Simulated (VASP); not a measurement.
# Mg2BiN3 (P6/mmm) in VASP: notebook, part 2 of 2

VASP 6.6.1. Earlier steps stand in the parts before.

### 3 Relaxation of cell and atoms, PBE

File INCAR:

```
PREC = Accurate
ENCUT = 600
EDIFF = 1E-7
ISMEAR = 0
SIGMA = 0.1
LREAL = False
LASPH = True
NELM = 100
ALGO = Normal
ISIF = 3
LWAVE = False
LCHARG = False
GGA = PE
IBRION = 2
NSW = 100
EDIFFG = -0.01
```

File KPOINTS:

```
Automatic mesh
0
Gamma
  12 12 12
```

File POSCAR:

```
Mg2BiN3
1.0
    5.3821172925      0.0000000000      0.0000000000
   -2.6910586462      4.6610503014      0.0000000000
    0.0000000000      0.0000000000      3.0847599429
Mg Bi N
2 1 3
Direct
    0.3333333333      0.6666666667      0.0000000000
    0.6666666667      0.3333333333      0.0000000000
    0.0000000000      0.0000000000      0.0000000000
    0.5000000000      0.0000000000      0.5000000000
    0.5000000000      0.5000000000      0.5000000000
    0.0000000000      0.5000000000      0.5000000000
```

Potentials or basis: VASP PAW PBE potentials, release 64 (Mg, Bi_d, N).

Command:

```console
> cat potpaw_PBE.64/Mg/POTCAR potpaw_PBE.64/Bi_d/POTCAR potpaw_PBE.64/N/POTCAR > POTCAR
> mpirun -np 1 vasp_std > vasp.out
```

OUTCAR:

```text
PREC = Accurate
   ENCUT = 600
   EDIFF = 1E-7
   ISMEAR = 0
   LREAL = False
   LASPH = True
   NELM = 100
   ISIF = 3
   GGA = PE
   IBRION = 2
   NSW = 100
   EDIFFG = -0.01

 ion  position               nearest neighbor table
   1  0.333  0.667  0.000-   4 2.19   4 2.19   6 2.19   6 2.19   5 2.19   5 2.19   2 3.11   3 3.11
                             2 3.11   3 3.11   3 3.11   2 3.11
   2  0.667  0.333  0.000-   4 2.19   4 2.19   6 2.19   6 2.19   5 2.19   5 2.19   1 3.11   3 3.11
                             1 3.11   3 3.11   3 3.11   1 3.11
   3  0.000  0.000  0.000-   1 3.11   2 3.11   1 3.11   2 3.11   2 3.11   1 3.11
   4  0.500  0.000  0.500-   1 2.19   2 2.19   1 2.19   2 2.19
   5  0.500  0.500  0.500-   1 2.19   2 2.19   1 2.19   2 2.19
   6  0.000  0.500  0.500-   1 2.19   2 2.19   1 2.19   2 2.19

  LATTYP: Found a hexagonal cell.
[... 279 lines left out ...]
  free energy    TOTEN  =       -27.85496836 eV

  energy without entropy =      -27.83664994  energy(sigma->0) =      -27.84580915

 E-fermi :   6.0963     XC(G=0): -10.9971

 val. band max:        6.0930175318   @ k =   0.1667   0.0833   0.0833
 cond. band min:       6.0979948167   @ k =   0.1667   0.0833   0.4167
 fundamental gap:      0.0049772849
 Fermi energy:         6.0963498740

 k-point     1 :       0.0000    0.0000    0.0000
  band No.  band energies     occupation
      1     -17.8386      2.00000
      2     -17.6047      2.00000
      3     -17.6047      2.00000
      4     -17.4637      2.00000
      5     -17.4637      2.00000
      6      -9.2093      2.00000
[... 565 lines left out ...]
     20       8.5728      0.00000
     21      10.8045      0.00000

 [... further k-points ...]

------------------------ aborting loop because EDIFF is reached ----------------------------------------

  FORCE on cell =-STRESS in cart. coord.  units (eV):
  Direction    XX          YY          ZZ          XY          YZ          ZX
  --------------------------------------------------------------------------------------
  -------------------------------------------------------------------------------------
  Total        0.0335301      0.0335301     -0.0052705      0.0000000      0.0000000      0.0000000
  in kB        0.6964776      0.6964776     -0.1094777      0.0000000      0.0000000      0.0000000
  external PRESSURE =       0.4278258 kB  Pullay stress =       0.0000000 kB
[... 21 lines left out ...]
  FREE ENERGIE OF THE ION-ELECTRON SYSTEM (eV)
  ---------------------------------------------------
  free  energy   TOTEN  =       -27.8549683554 eV

  energy  without entropy=      -27.8366499445  energy(sigma->0) =      -27.84580915

 reached required accuracy - stopping structural energy minimisation
```

CONTCAR:

```text
Mg2BiN3
   1.00000000000000
     5.3808209703382541   -0.0000000000000139   -0.0000000000000000
    -2.6904104851191510    4.6599276534764851    0.0000000000000000
    -0.0000000000000000    0.0000000000000000    3.0761715684182014
  Mg              Bi              N
     2     1     3
Direct
     0.3333333332999970    0.6666666667000030    0.0000000000000000
     0.6666666667000030    0.3333333332999970    0.0000000000000000
     0.0000000000000000    1.0000000000000000    0.0000000000000000
     0.5000000000000000    1.0000000000000000    0.5000000000000000
     0.5000000000000000    0.5000000000000000    0.5000000000000000
     0.0000000000000000    0.5000000000000000    0.5000000000000000

  0.00000000E+00  0.00000000E+00  0.00000000E+00
  0.00000000E+00  0.00000000E+00  0.00000000E+00
  0.00000000E+00  0.00000000E+00  0.00000000E+00
  0.00000000E+00  0.00000000E+00  0.00000000E+00
  0.00000000E+00  0.00000000E+00  0.00000000E+00
  0.00000000E+00  0.00000000E+00  0.00000000E+00
```

It took 5 min on 1 thread of Intel Xeon 6975P-C (Granite Rapids), shared host; peak memory 0.46 GiB.

What came out:

```
Free energy                           : -27.8550 eV
Relaxed volume                        : 12.86 Å³/atom
Relaxed cell                          : a = 5.381 Å, b = 5.381 Å, c = 3.076 Å, α = 90.00°, β = 90.00°, γ = 120.00°
Space group after relaxing (to 0.1 Å) : P6/mmm (No. 191)
Energy gained by relaxing             : 0.1 meV/atom
Ionic steps                           : 3
Pressure after relaxing               : 0.0 GPa
Band gap on the k mesh                : zero (bands 17 and 18 overlap by 0.97 eV)
```

Step by step:
| step | energy change (eV) | largest force (eV/Å) | pressure (GPa) | volume (Å³) |
| --- | --- | --- | --- | --- |
| 1 | 0.0000 | 0.0000 | -0.38 | 77.39 |
| 2 | -0.0006 | 0.0000 | 0.18 | 77.05 |
| 3 | -0.0007 | 0.0000 | 0.04 | 77.13 |

Final structure:
```
Mg Bi N
1.0
     5.38082    0.00000    0.00000
    -2.69041    4.65993    0.00000
     0.00000    0.00000    3.07617
Mg Bi N
2 1 3
Direct
  0.33333 0.66667 0.00000
  0.66667 0.33333 0.00000
  0.00000 0.00000 0.00000
  0.50000 0.00000 0.50000
  0.50000 0.50000 0.50000
  0.00000 0.50000 0.50000
```

Caveat: spin-orbit coupling is left out, which moves the levels of the heavy elements.
